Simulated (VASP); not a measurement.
Here is a VASP 6.6.1 calculation.

Contents of INCAR:

```
SYSTEM = Al
PREC = Accurate
ENCUT = 520
EDIFF = 1E-7
ISMEAR = 0
SIGMA = 0.15
LREAL = .False.
LASPH = .True.
NELM = 80
ALGO = Normal
ISIF = 2
LWAVE = .False.
LCHARG = .False.
NBANDS = 10
```

File KPOINTS:

```
Automatic mesh
0
Gamma
  18 18 10
  0 0 0
```

The input POSCAR:

```
Al
1.0
    2.7044000000      0.0000000000      0.0000000000
   -1.3522000000      2.3420791020      0.0000000000
    0.0000000000      0.0000000000      4.3113000000
Al
2
Direct
    0.6666666667      0.3333333333      0.7500000000
    0.3333333333      0.6666666667      0.2500000000
```

Potentials or basis: VASP PAW LDA potentials, release 64 (Al).

The run is started by

```console
$ cat potpaw_LDA.64/Al/POTCAR > POTCAR
$ mpirun -np 1 vasp_std > vasp.out
```

(1) Estimate the band gap on the k mesh.

(2) Estimate the pressure.

## Answers

(1) zero (band 3 reaches 14.82 eV, above the bottom of band 4 at 6.40 eV).

(2) 17.8 GPa.
